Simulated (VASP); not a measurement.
# SnCl: relaxation of cell and atoms with PBE

The system is SnCl.

```
Sn Cl
1.0
     3.49755    0.00000    0.00000
    -1.74877    3.02896    0.00000
     0.00000    0.00000   10.06221
Sn Cl
2 2
Direct
  0.66667 0.33333 0.82051
  0.33333 0.66667 0.32051
  0.66667 0.33333 0.55449
  0.33333 0.66667 0.05449
```

```yaml
Program: VASP 6.6.1
Task: relaxation of cell and atoms
Functional: PBE
Potentials_or_basis: VASP PAW PBE potentials, release 64 (Sn_d, Cl)
Cutoff: 600 eV
k_mesh: 9 × 9 × 3
Occupations: fermi-dirac, width 0.05 eV
Spin: no spin polarisation
Target_pressure: 2 GPa
Dipole_correction: no
Further_INCAR_settings: ALGO = Fast; EDIFF = 1e-06; IBRION = 2; EDIFFG = -0.01; NSW = 60; ISIF = 3
```

```yaml
Relaxed_volume: 25.21 Å³/atom
Relaxed_cell: a = 3.410 Å, b = 3.410 Å, c = 10.015 Å, α = 90.00°, β = 90.00°, γ = 120.00°
Space_group_after_relaxing_to_0.1_Å: P6_3mc (No. 186)
Energy_change_on_relaxing_the_run_minimises_the_enthalpy: +4.9 meV/atom
Ionic_steps: 20
Pressure_after_relaxing: 2.0 GPa
Largest_force_after_relaxing: 0.005 eV/Å
Band_gap_on_the_k_mesh: zero (bands 21 and 22 overlap by 3.67 eV)
```

Forces in eV/Å, atoms in the order of the input:
```
Sn   0.000  0.000 -0.005
Sn   0.000  0.000 -0.005
Cl   0.000  0.000  0.005
Cl   0.000  0.000  0.005
```

Step by step:
```
step  energy change (eV)  largest force (eV/Å)  pressure (GPa)  volume (Å³)
   1              0.0000                0.1029           -0.21       106.60
   2              0.0322                0.0486            2.20       101.01
   3              0.0262                0.0567            2.00       101.46
   4              0.0308                0.0611            2.11       100.35
   5              0.0326                0.0611            2.10       100.20
   6              0.0332                0.0611            2.11       100.15
   7              0.0295                0.0570            2.02       100.38
   8              0.0236                0.0544            1.85       100.77
   9              0.0132                0.0495            1.54       101.55
  10              0.0129                0.0454            1.57       101.55
  11              0.0120                0.0369            1.62       101.56
  12              0.0111                0.0123            1.74       101.57
  13              0.0110                0.0086            1.78       101.57
  14              0.0123                0.0060            1.84       101.45
  15              0.0141                0.0052            1.91       101.28
  16              0.0181                0.0032            1.98       100.94
  17              0.0270                0.0007            2.27       100.27
  18              0.0197                0.0047            2.03       100.81
  19              0.0199                0.0030            2.06       100.80
  20              0.0196                0.0047            2.02       100.82
```

Final structure:
```yaml
crystal:
  lattice:
    - [3.40959, 0.00000, 0.00000]
    - [-1.70480, 2.95279, 0.00000]
    - [0.00000, 0.00000, 10.01456]
  atoms:
    - { symbol: Sn, position: [0.66667, 0.33333, 0.81607] }
    - { symbol: Sn, position: [0.33333, 0.66667, 0.31607] }
    - { symbol: Cl, position: [0.66667, 0.33333, 0.55893] }
    - { symbol: Cl, position: [0.33333, 0.66667, 0.05893] }
```

Levels at points of the mesh, in eV from the Fermi level:
| k point | band 18 | band 19 | band 20 | band 21 | band 22 | band 23 |
| --- | --- | --- | --- | --- | --- | --- |
| (0.00, 0.00, 0.00) | -1.42 | -1.35 | -1.35 | 0.90 | 4.49 | 6.66 |

It took 11 min on 1 thread of Oxide Virtual Turin-like Processor, on a shared host, peak memory 0.25 GiB.

Caveat: the cell is relaxed towards a set pressure, so the run minimises the enthalpy, not the energy; spin-orbit coupling is left out, which moves the levels of the heavy elements.
